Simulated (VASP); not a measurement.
# As7O (Fm-3m) in VASP: a series of runs

As7O is run at these levels: PBE; tasks: single point, relaxation of cell and atoms.

All numbers are computed with VASP 6.6.1; they aren't measurements. Logs are shortened: lines on timing, memory, paths and dates and some standing lists are left out, and cuts for length are marked.

### Step 1. The cell of the first run

The structure is cubic, space group Fm-3m (No. 225). The conventional cell has a = 8.275 Å, b = 8.275 Å, c = 8.275 Å, α = 90.00°, β = 90.00°, γ = 90.00°. As (site symmetry m-3m) has 12 As at 2.93 Å within 3.9 Å. Within 3.9 Å of As (site symmetry mmm) lie 10 As at 2.93 Å and 2 O at 2.93 Å. Within 3.9 Å of O (site symmetry m-3m) lie 12 As at 2.93 Å.

### Step 2. Single point, PBE

Input file INCAR:

```
PREC     = Accurate       # precision mode
ENCUT    = 520            # plane-wave cutoff, eV
EDIFF    = 1E-6           # SCF threshold, eV
ISMEAR   = 0              # smearing method
SIGMA    = 0.1            # smearing width, eV
LREAL    = False          # projectors in reciprocal space
LASPH    = True           # aspherical terms in the spheres
NELM     = 100            # most SCF steps
ALGO     = Normal         # electronic algorithm
ISIF     = 2              # what is computed and relaxed
LWAVE    = False          # write WAVECAR
LCHARG   = False          # write CHGCAR
GGA      = PE             # functional
NBANDS   = 30             # bands
```

Input file KPOINTS:

```
Automatic mesh
0
Gamma
  8 8 8
```

Input file POSCAR:

```
As7O
1.0
    0.0000000000      4.1374119632      4.1374119632
    4.1374119632      0.0000000000      4.1374119632
    4.1374119632      4.1374119632      0.0000000000
As O
7 1
Direct
    0.5000000000      0.5000000000      0.5000000000
    0.0000000000      0.5000000000      0.0000000000
    0.5000000000      0.0000000000      0.0000000000
    0.0000000000      0.5000000000      0.5000000000
    0.5000000000      0.0000000000      0.5000000000
    0.0000000000      0.0000000000      0.5000000000
    0.5000000000      0.5000000000      0.0000000000
    0.0000000000      0.0000000000      0.0000000000
```

Potentials or basis: VASP PAW PBE potentials, release 64 (As, O).

Run with:

```
cat potpaw_PBE.64/As/POTCAR potpaw_PBE.64/O/POTCAR > POTCAR
mpirun -np 1 vasp_std > vasp.out
```

OUTCAR:

```text
PREC = Accurate
   ENCUT = 520
   EDIFF = 1E-6
   ISMEAR = 0
   LREAL = False
   LASPH = True
   NELM = 100
   ISIF = 2
   GGA = PE

 ion  position               nearest neighbor table
   1  0.500  0.500  0.500-
   2  0.000  0.500  0.000-
   3  0.500  0.000  0.000-
   4  0.000  0.500  0.500-
   5  0.500  0.000  0.500-
   6  0.000  0.000  0.500-
   7  0.500  0.500  0.000-
   8  0.000  0.000  0.000-

  LATTYP: Found a face centered cubic cell.
 ALAT       =     8.2748239264

  Lattice vectors:

 A1 = (   0.0000000000,   4.1374119632,   4.1374119632)
 A2 = (   4.1374119632,   0.0000000000,   4.1374119632)
 A3 = (   4.1374119632,   4.1374119632,   0.0000000000)

Analysis of symmetry for initial positions (statically):
=====================================================================
 Subroutine PRICEL returns:
 Original cell was already a primitive cell.

 Routine SETGRP: Setting up the symmetry group for a
 face centered cubic supercell.

 Subroutine GETGRP returns: Found 48 space group operations
 (whereof 48 operations were pure point group operations)
 out of a pool of 48 trial point group operations.

The static configuration has the point symmetry O_h .

Analysis of symmetry for dynamics (positions and initial velocities):
=====================================================================
 Subroutine PRICEL returns:
 Original cell was already a primitive cell.

 Routine SETGRP: Setting up the symmetry group for a
 face centered cubic supercell.

 Subroutine GETGRP returns: Found 48 space group operations
 (whereof 48 operations were pure point group operations)
 out of a pool of 48 trial point group operations.

The dynamic configuration has the point symmetry O_h .

 Subroutine INISYM returns: Found 48 space group operations
 (whereof 48 operations are pure point group operations),
 and found     1 'primitive' translations

----------------------------------------------------------------------------------------

                                     Primitive cell

  volume of cell :     141.6499

  direct lattice vectors                    reciprocal lattice vectors
     0.000000000  4.137411963  4.137411963    -0.120848493  0.120848493  0.120848493
     4.137411963  0.000000000  4.137411963     0.120848493 -0.120848493  0.120848493
     4.137411963  4.137411963  0.000000000     0.120848493  0.120848493 -0.120848493

  length of vectors
     5.851184111  5.851184111  5.851184111     0.209315730  0.209315730  0.209315730

  position of ions in fractional coordinates (direct lattice)
     0.500000000  0.500000000  0.500000000
     0.000000000  0.500000000  0.000000000
     0.500000000  0.000000000  0.000000000
     0.000000000  0.500000000  0.500000000
     0.500000000  0.000000000  0.500000000
     0.000000000  0.000000000  0.500000000
     0.500000000  0.500000000  0.000000000
     0.000000000  0.000000000  0.000000000

  ion indices of the primitive-cell ions
   primitive index   ion index
                 1           1
                 2           2
                 3           3
                 4           4
                 5           5
                 6           6
                 7           7
                 8           8

----------------------------------------------------------------------------------------

 KPOINTS: Automatic mesh

Automatic generation of k-mesh.
 Grid dimensions read from file:
 generate k-points for:    8    8    8

 Generating k-lattice:

  Cartesian coordinates                     Fractional coordinates (reciprocal lattice)
    -0.015106062  0.015106062  0.015106062     0.125000000  0.000000000  0.000000000
     0.015106062 -0.015106062  0.015106062     0.000000000  0.125000000  0.000000000
     0.015106062  0.015106062 -0.015106062     0.000000000  0.000000000  0.125000000

  Length of vectors
     0.026164466  0.026164466  0.026164466

  Shift w.r.t. Gamma in fractional coordinates (k-lattice)
     0.000000000  0.000000000  0.000000000

 Subroutine IBZKPT returns following result:
 ===========================================

 Found     29 irreducible k-points:

 Following reciprocal coordinates:
            Coordinates               Weight
  0.000000  0.000000  0.000000      1.000000
  0.125000  0.000000  0.000000      8.000000
  0.250000  0.000000  0.000000      8.000000
  0.375000  0.000000  0.000000      8.000000
  0.500000  0.000000  0.000000      4.000000
  0.125000  0.125000  0.000000      6.000000
[... 16 lines left out ...]
  0.500000  0.250000  0.125000     48.000000
 -0.375000  0.250000  0.125000     24.000000
 [... further k-points ...]
   k-points           NKPTS =     29   k-points in BZ     NKDIM =     29   number of bands    NBANDS=     30
   number of dos      NEDOS =    301   number of ions     NIONS =      8
   total plane-waves  NPLWV = 110592
   dimension x,y,z NGX =    48 NGY =   48 NGZ =   48
   dimension x,y,z NGXF=    96 NGYF=   96 NGZF=   96
   ions per type =               7   1
   NGX,Y,Z   is equivalent  to a cutoff of  13.64, 13.64, 13.64 a.u.
   NGXF,Y,Z  is equivalent  to a cutoff of  27.28, 27.28, 27.28 a.u.
 SYSTEM =  unknown system
   PREC   = accura    normal or accurate (medium, high low for compatibility)
   ISTART =      0    job   : 0-new  1-cont  2-samecut
   ICHARG =      2    charge: 1-file 2-atom 10-const
   ISPIN  =      1    spin polarized calculation?
   LNONCOLLINEAR =      F non collinear calculations
   LSORBIT =      F    spin-orbit coupling
   LASPH  =      T    aspherical Exc in radial PAW
   ENCUT  =  520.0 eV  38.22 Ry    6.18 a.u.  10.88 10.88 10.88*2*pi/ulx,y,z
   NELM   =    100;   NELMIN=  2; NELMDL= -5     # of ELM steps
   EDIFF  = 0.1E-05   stopping-criterion for ELM
   LREAL  =      F    real-space projection
   EDIFFG = 0.1E-04   stopping-criterion for IOM
   NSW    =      0    number of steps for IOM
   IBRION =     -1    ionic relax: 0-MD 1-quasi-New 2-CG
   NFREE  =      0    steps in history (QN), initial steepest desc. (CG)
   ISIF   =      2    stress and relaxation
   ISYM   =      2    0-nonsym 1-usesym 2-fastsym
   POTIM  = 0.5000    time-step for ionic-motion
   TEBEG  =    0.0;   TEEND  =   0.0 temperature during run
   PSTRESS=    0.0 pullay stress
   NELECT =      41.0000    total number of electrons
   NUPDOWN=      -1.0000    fix difference up-down
   EMIN   =  10.00;   EMAX   =-10.00  energy-range for DOS
   EFERMI =   0.00;   METHOD = LEGACY
   ISMEAR =     0;   SIGMA  =   0.10  broadening in eV -4-tet -1-fermi 0-gaus
   EFERMI_NEDOS =   21; number of points for ismear=-14 and -15
   IALGO  =     38    algorithm
   IMIX   =      4    mixing-type and parameters
     AMIX     =   0.40;   BMIX     =  1.00
     AMIX_MAG =   1.60;   BMIX_MAG =  1.00
  volume/ion in A,a.u.               =      17.71       119.49
  Fermi-wavevector in a.u.,A,eV,Ry     =   1.082922  2.046427 15.955838  1.172721
  Thomas-Fermi vector in A             =   2.218976
   LORBIT       =      0    0 simple, 1 ext, 2 COOP (PROOUT), +10 PAW based schemes
   GGA     = PE    functional components
   LHFCALC =     F    Hartree Fock is set to
   AEXX    =    0.0000 exact exchange contribution
   IVDW    =     0    specifies the selected vdW correction
   LEPSILON=     F    determine dielectric tensor
   LRPA    =     F    only Hartree local field effects (RPA)
 non-spin polarized calculation
 Gauss-broadening in eV      SIGMA  =   0.10
  energy-cutoff  :      520.00
  volume of cell :      141.65
 maximum number of plane-waves:      3839
 NGX is ok and might be reduce to    48
   NGX = 21   NGY = 21   NGZ = 21

 number of electron      40.9999997 magnetization

 Free energy of the ion-electron system (eV)
  ---------------------------------------------------
  ext. energy  EPLUGINS =         0.00000000
  ---------------------------------------------------
  free energy    TOTEN  =       -32.97221399 eV

  energy without entropy =      -32.94048237  energy(sigma->0) =      -32.95634818

 E-fermi :   6.1286     XC(G=0): -10.7921

 val. band max:        6.1186985898   @ k =   0.5000   0.1250   0.0000
 cond. band min:       6.1549835543   @ k =  -0.2500   0.2500   0.0000
 fundamental gap:      0.0362849644
 Fermi energy:         6.1286314734

 k-point     1 :       0.0000    0.0000    0.0000
  band No.  band energies     occupation
      1     -10.4343      2.00000
      2      -8.5525      2.00000
      3      -4.5278      2.00000
      4      -4.5278      2.00000
      5      -4.5278      2.00000
      6      -3.5742      2.00000
[... 22 lines left out ...]
     29      11.0127      0.00000
     30      11.0127      0.00000

 k-point     2 :       0.1250    0.0000    0.0000
  band No.  band energies     occupation
      1     -10.4047      2.00000
      2      -8.5039      2.00000
      3      -4.9145      2.00000
      4      -4.5074      2.00000
      5      -4.5074      2.00000
      6      -3.7395      2.00000
[... 22 lines left out ...]
     29      10.8269      0.00000
     30      10.8269      0.00000

 k-point     3 :       0.2500    0.0000    0.0000
  band No.  band energies     occupation
      1     -10.3331      2.00000
      2      -8.3486      2.00000
      3      -5.7261      2.00000
      4      -4.4338      2.00000
      5      -4.4338      2.00000
      6      -3.9850      2.00000
[... 22 lines left out ...]
     29      10.6228      0.00000
     30      10.6228      0.00000

 k-point     4 :       0.3750    0.0000    0.0000
  band No.  band energies     occupation
      1     -10.2609      2.00000
      2      -8.0818      2.00000
      3      -6.5089      2.00000
      4      -4.2822      2.00000
      5      -4.2822      2.00000
      6      -4.1644      2.00000
[... 22 lines left out ...]
     29      10.4222      0.00000
     30      10.4222      0.00000

 k-point     5 :       0.5000    0.0000    0.0000
  band No.  band energies     occupation
      1     -10.2309      2.00000
      2      -7.8704      2.00000
      3      -6.9082      2.00000
      4      -4.2295      2.00000
      5      -4.0949      2.00000
      6      -4.0949      2.00000
[... 22 lines left out ...]
     29      10.3363      0.00000
     30      10.3363      0.00000
[... 526 lines left out ...]
     29       9.6200      0.00000
     30       9.6200      0.00000

 k-point    22 :       0.3750    0.2500    0.1250
  band No.  band energies     occupation
      1     -10.2851      2.00000
      2      -8.1840      2.00000
      3      -5.7237      2.00000
      4      -5.3489      2.00000
      5      -4.5529      2.00000
      6      -4.2247      2.00000
[... 22 lines left out ...]
     29       9.9790      0.00000
     30      10.3462      0.00000

 k-point    23 :       0.5000    0.2500    0.1250
  band No.  band energies     occupation
      1     -10.2319      2.00000
      2      -7.8778      2.00000
      3      -6.4077      2.00000
      4      -5.5837      2.00000
      5      -4.7492      2.00000
      6      -3.8913      2.00000
[... 22 lines left out ...]
     29       9.3892      0.00000
     30       9.4497      0.00000

 k-point    24 :      -0.3750    0.2500    0.1250
  band No.  band energies     occupation
      1     -10.2102      2.00000
      2      -7.6168      2.00000
      3      -6.8376      2.00000
      4      -5.6322      2.00000
      5      -4.8237      2.00000
      6      -3.8122      2.00000
[... 22 lines left out ...]
     29       8.9392      0.00000
     30       9.2099      0.00000

 [... further k-points ...]

------------------------ aborting loop because EDIFF is reached ----------------------------------------

  FORCE on cell =-STRESS in cart. coord.  units (eV):
  Direction    XX          YY          ZZ          XY          YZ          ZX
  --------------------------------------------------------------------------------------
  -------------------------------------------------------------------------------------
  Total        0.0395094      0.0395094      0.0395094     -0.0000000     -0.0000000      0.0000000
  in kB        0.4468839      0.4468839      0.4468839     -0.0000000     -0.0000000      0.0000000
  external PRESSURE =       0.4468839 kB  Pullay stress =       0.0000000 kB

 VOLUME and BASIS-vectors are now :
 -----------------------------------------------------------------------------
  energy-cutoff  :      520.00
  volume of cell :      141.65
      direct lattice vectors                 reciprocal lattice vectors
     0.000000000  4.137411963  4.137411963    -0.120848493  0.120848493  0.120848493
     4.137411963  0.000000000  4.137411963     0.120848493 -0.120848493  0.120848493
     4.137411963  4.137411963  0.000000000     0.120848493  0.120848493 -0.120848493

 POSITION                                       TOTAL-FORCE (eV/Angst)
 -----------------------------------------------------------------------------------
      4.13741      4.13741      4.13741        -0.000000     -0.000000      0.000000
      2.06871      0.00000      2.06871        -0.000000      0.000000     -0.000000
      0.00000      2.06871      2.06871         0.000000      0.000000     -0.000000
      4.13741      2.06871      2.06871        -0.000000     -0.000000     -0.000000
      2.06871      4.13741      2.06871         0.000000      0.000000      0.000000
      2.06871      2.06871      0.00000        -0.000000      0.000000      0.000000
      2.06871      2.06871      4.13741        -0.000000      0.000000     -0.000000
      0.00000      0.00000      0.00000        -0.000000      0.000000     -0.000000
 -----------------------------------------------------------------------------------
    total drift:                                0.000000      0.000000     -0.000000

  FREE ENERGIE OF THE ION-ELECTRON SYSTEM (eV)
  ---------------------------------------------------
  free  energy   TOTEN  =       -32.9722139864 eV

  energy  without entropy=      -32.9404823719  energy(sigma->0) =      -32.95634818
```

It took 2.7 min on 1 thread of Intel Xeon Platinum 8488C (Sapphire Rapids), shared host; peak memory 0.36 GiB.

Results:

```yaml
Free_energy: -32.9722 eV
Pressure: 0.0 GPa
```

Levels at points of the mesh, in eV from the Fermi level:
```csv
k point,band 18,band 19,band 20,band 21,band 22,band 23
"(0.00, 0.00, 0.00)",-0.56,1.00,1.00,1.00,2.51,2.51
"(0.50, 0.00, 0.00)",-0.82,-0.80,-0.76,-0.23,-0.23,0.19
"(0.50, 0.50, 0.00)",-1.84,-1.61,-1.29,-1.20,-1.20,0.64
```

Caveat: an odd number of electrons without spin polarisation forces a metal; a magnetic or distorted state may lie lower.

(Part 1 of 2 ends here.)
